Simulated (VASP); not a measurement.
Al32H (a cell with a defect): single point with PBE

Al32H (a cell with a defect):

```
Al H
1.0
     8.10000    0.00000    0.00000
     0.00000    8.10000    0.00000
     0.00000    0.00000    8.10000
Al H
32 1
Direct
  0.50355 0.00355 0.99958
  0.74569 0.24565 0.99967
  0.74825 0.00128 0.25130
  0.00129 0.99932 0.99874
  0.24851 0.25027 0.99871
  0.49933 0.50132 0.99874
  0.75028 0.74849 0.99872
  0.24944 0.00362 0.25363
  0.50128 0.24822 0.25130
  0.74561 0.50041 0.25387
  0.50124 0.00125 0.49853
  0.74830 0.24827 0.49855
  0.74577 0.00371 0.75024
  0.99026 0.49033 0.00997
  0.25897 0.75888 0.00943
  0.00038 0.24558 0.25387
  0.24856 0.50130 0.24934
  0.50362 0.74942 0.25364
  0.00041 0.00370 0.49606
  0.24951 0.24573 0.49605
  0.50371 0.50044 0.49604
  0.74577 0.74948 0.49605
  0.24859 0.99933 0.75105
  0.50371 0.24572 0.75024
  0.75034 0.50156 0.75134
  0.00126 0.74853 0.24935
  0.00149 0.50152 0.50046
  0.24862 0.74858 0.50038
  0.00154 0.25032 0.75135
  0.25932 0.49053 0.74021
  0.49933 0.74857 0.75105
  0.99047 0.75921 0.74023
  0.12450 0.62447 0.87487
```

```
Program                : VASP 6.6.1
Task                   : single point
Functional             : PBE
Potentials or basis    : VASP PAW PBE potentials, release 64 (Al, H)
Cutoff                 : 520 eV
k mesh                 : 2 × 2 × 2
Occupations            : gaussian, width 0.05 eV
Spin                   : no spin polarisation
Dipole correction      : no
Further INCAR settings : LREAL = Auto; ALGO = Normal; EDIFF = 1e-06; NBANDS = 70
```

* Pressure: 1.0 GPa
* Largest force: 0.026 eV/Å
* Band gap on the k mesh: zero (an odd number of electrons rules out a gap without spin polarisation)

Forces in eV/Å, atoms in the order of the input:
```
Al   0.008  0.008 -0.003
Al  -0.004 -0.003 -0.006
Al  -0.006  0.006  0.010
Al   0.014  0.002 -0.015
Al  -0.012 -0.007 -0.013
Al   0.003  0.013 -0.015
Al  -0.007 -0.012 -0.013
Al  -0.005  0.009  0.007
Al   0.007 -0.005  0.010
Al  -0.002  0.001  0.011
Al   0.010  0.010 -0.012
Al  -0.003 -0.003 -0.007
Al  -0.001  0.010  0.004
Al   0.006  0.005 -0.009
Al   0.001  0.002 -0.002
Al   0.001 -0.002  0.010
Al  -0.014  0.010  0.006
Al   0.009 -0.004  0.007
Al   0.000  0.010 -0.005
Al  -0.007 -0.004 -0.009
Al   0.011  0.000 -0.005
Al  -0.004 -0.007 -0.009
Al  -0.018  0.003  0.018
Al   0.010  0.000  0.005
Al  -0.006  0.002  0.006
Al   0.011 -0.013  0.006
Al   0.003  0.003 -0.005
Al  -0.015 -0.014 -0.006
Al   0.002 -0.005  0.006
Al  -0.001  0.002  0.004
Al   0.004 -0.017  0.018
Al   0.003  0.001  0.004
H    0.002  0.002  0.000
```

Levels at points of the mesh, in eV from the Fermi level:
```csv
k point,band 43,band 44,band 45,band 46,band 47,band 48,band 49,band 50,band 51,band 52
"(0.00, 0.00, 0.00)",-0.47,-0.47,-0.45,0.47,0.47,0.47,0.54,0.54,0.54,0.90
"(0.50, 0.00, 0.00)",-0.73,-0.73,-0.47,-0.07,-0.04,0.01,0.02,0.04,0.06,0.07
"(0.00, 0.50, 0.00)",-0.73,-0.73,-0.47,-0.07,-0.04,0.01,0.02,0.04,0.06,0.07
"(0.00, 0.00, 0.50)",-0.73,-0.72,-0.47,-0.08,-0.04,0.02,0.02,0.04,0.06,0.07
"(0.50, 0.50, 0.00)",-1.04,-1.01,-0.13,-0.10,-0.07,-0.07,0.73,1.12,1.12,1.13
"(0.00, 0.50, 0.50)",-1.04,-1.01,-0.13,-0.10,-0.07,-0.07,0.73,1.12,1.12,1.12
"(0.50, 0.00, 0.50)",-1.04,-1.01,-0.13,-0.10,-0.07,-0.07,0.72,1.12,1.12,1.12
"(0.50, 0.50, 0.50)",-0.43,-0.43,-0.43,-0.40,-0.40,-0.40,-0.40,-0.40,-0.38,-0.38
```

Run time: 5.2 min on 1 thread of Intel(R) Xeon(R) Platinum 8488C (Sapphire Rapids), on a shared host, peak memory 0.55 GiB.

Caveat: the k points lie up to 0.39 Å⁻¹ apart, too coarse for converged energies and pressures of a metal.
